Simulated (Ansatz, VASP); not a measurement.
**Two plane-wave programs on Si3N4**

```
Si N
1.0
     7.60440    0.00000    0.00000
    -3.80220    6.58560    0.00000
     0.00000    0.00000    2.90630
Si N
6 8
Cartesian
  5.1781 1.1465 0.7266
  1.5961 5.0576 2.1797
  4.0224 3.9111 0.7266
  -1.3759 5.4391 2.1797
  2.2061 1.5280 0.7266
  -0.2202 2.6745 2.1797
  -1.0264 2.1725 0.7266
  5.2098 0.1974 2.1797
  2.4340 4.6105 0.7266
  4.8286 4.4131 2.1797
  -1.4076 6.3882 0.7266
  1.3682 1.9751 2.1797
  3.8022 2.1952 0.7266
  0.0000 4.3904 2.1797
```

Alike in both runs: functional PBE; k mesh 4 × 4 × 8; occupations fermi-dirac, width 0.02 eV; no spin polarisation.

Ansatz relaxed the structure, and its values are those at the end. VASP's run is a single point on that final structure, the one shown.

```csv
,VASP,Ansatz
version,VASP 6.6.1,Ansatz 0.2.0
potentials or method,"VASP PAW PBE potentials, release 64 (Si, N)","plane-wave PAW, scalar-relativistic"
plane-wave cutoff (eV),520,420
valence electrons in the cell,64,64
```

|  | VASP | Ansatz | Ansatz less VASP |
| --- | --- | --- | --- |
| gap on the k mesh at the Fermi level (eV) | 4.33 | 4.35 | +0.012 |
| pressure (GPa) | 5.2 | 5.5 | +0.29 |
| rms of the force components (eV/Å) | 0.007 | 0.007 | -0.0001 |

Ansatz's warnings: stress scf threshold loose.
